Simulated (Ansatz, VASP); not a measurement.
WC in VASP and in Ansatz

```xyz
2
Lattice="2.9005 0.0000 0.0000 -1.4503 2.5119 0.0000 0.0000 0.0000 2.8290" Properties=species:S:1:pos:R:3 pbc="T T T"
W     0.0000    0.0000    0.0000
C     1.4503    0.8373    1.4145
```

Alike in both runs: task single point; functional PBE; k mesh 4 × 4 × 4; occupations fermi-dirac, width 0.05 eV; no spin polarisation.

|  | VASP | Ansatz |
| --- | --- | --- |
| version | VASP 6.6.1 | Ansatz 0.2.0 |
| potentials or method | VASP PAW PBE potentials, release 64 (W_sv, C), cutoff 520 eV | all-electron LAPW, scalar-relativistic |

VASP gave:

* pressure (GPa): 10.3
* traceless stress, the component that is largest in VASP (GPa): -3.77

Q: Which values does Ansatz return?

A: Pressure (GPa): 9.2; traceless stress, the component that is largest in VASP (GPa): -3.98.

Ansatz ran all-electron here, and VASP with PAW potentials.

The k mesh is coarse, so the values compare programs but aren't converged. Spin-orbit coupling is off throughout.
